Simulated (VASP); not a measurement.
Here is a VASP 6.6.1 calculation.

The input INCAR:

```
SYSTEM = BaTiO3
PREC     = Accurate       ! precision mode
ENCUT    = 520            ! plane-wave cutoff, eV
EDIFF    = 1E-7           ! SCF threshold, eV
ISMEAR   = 0              ! smearing method
SIGMA    = 0.02           ! smearing width, eV
LREAL    = .False.        ! projectors in reciprocal space
LASPH    = .True.         ! aspherical terms in the spheres
NELM     = 150            ! most SCF steps
ALGO     = Normal         ! electronic algorithm
ISIF     = 2              ! what is computed and relaxed
LWAVE    = .False.        ! write WAVECAR
LCHARG   = .True.         ! write CHGCAR
LMAXMIX  = 4              ! l up to which the mixer works
LDAU     = .True.         ! DFT+U
LDAUTYPE = 2            
LDAUL    = -1 2 -1        ! shell
LDAUU    = 0 4 0          ! U, eV
LDAUJ    = 0 0 0        
LDAUPRINT= 1            
GGA      = PE             ! functional
LELF     = .True.         ! ELF
LVHAR    = .True.       
NBANDS   = 28             ! bands
```

KPOINTS

```
Automatic mesh
0
Gamma
  6 6 6
  0 0 0
```

POSCAR

```
BaTiO3
1.0
    2.9892485377      1.7258434479      2.4517903641
   -2.9892485377      1.7258434479      2.4517903641
    0.0000000000     -3.4516868959      2.4517903640
Ba Ti O
1 1 3
Direct
    0.0139316048      0.0139316048      0.0139316048
    0.5267947097      0.5267947097      0.5267947097
    0.4841135183      0.9621476492      0.4841135183
    0.4841135183      0.4841135183      0.9621476492
    0.9621476492      0.4841135183      0.4841135183
```

Potentials or basis: VASP PAW PBE potentials, release 64 (Ba_sv, Ti_sv, O).

Launch:

```sh
$ cat potpaw_PBE.64/Ba_sv/POTCAR potpaw_PBE.64/Ti_sv/POTCAR potpaw_PBE.64/O/POTCAR > POTCAR
$ mpirun -np 1 vasp_std > vasp.out
```

(1) What does it give for the pressure?

(2) What does it give for the band gap on the k mesh?

Results:

(1) -5.7 GPa.

(2) 3.20 eV, indirect (least direct gap 3.80 eV).

Caveat: spin-orbit coupling is left out, which moves the levels of the heavy elements.
